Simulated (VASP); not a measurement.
MgO: single point with PBEsol

MgO:

```
CELL_PARAMETERS angstrom
0.00000 2.10702 2.10702
2.10702 0.00000 2.10702
2.10702 2.10702 0.00000
ATOMIC_POSITIONS crystal
Mg 0.00000 0.00000 0.00000
O 0.50000 0.50000 0.50000
```

```
Program                : VASP 6.6.1
Task                   : single point
Functional             : PBEsol
Potentials or basis    : VASP PAW PBE potentials, release 64 (Mg, O)
Cutoff                 : 520 eV
k mesh                 : 10 × 10 × 10
Occupations            : gaussian, width 0.02 eV
Spin                   : no spin polarisation
Dipole correction      : no
Further INCAR settings : ALGO = Normal; EDIFF = 1e-06; NBANDS = 11
```

* Pressure: -0.5 GPa
* Band gap on the k mesh: 4.62 eV, direct

Levels at points of the mesh, in eV from the valence-band top:
```tsv
k point	band 1	band 2	band 3	band 4	band 5	band 6	band 7	band 8
(0.00, 0.00, 0.00)	-17.20	0.00	0.00	0.00	4.62	15.62	15.62	15.62
(0.50, 0.00, 0.00)	-15.89	-4.67	-0.66	-0.66	7.74	12.49	16.16	16.16
(0.50, 0.50, 0.00)	-15.62	-4.14	-1.36	-1.36	8.92	9.86	12.96	18.82
```

Run time: 7.9 s on 1 thread of AMD EPYC 7R13 Processor (Zen 3) (shared host), peak memory 0.11 GiB.

Caveat: the PAW data sets were made with another functional, which shifts forces and pressure a little. PBEsol gaps usually lie below the measured ones, often by a third to a half.
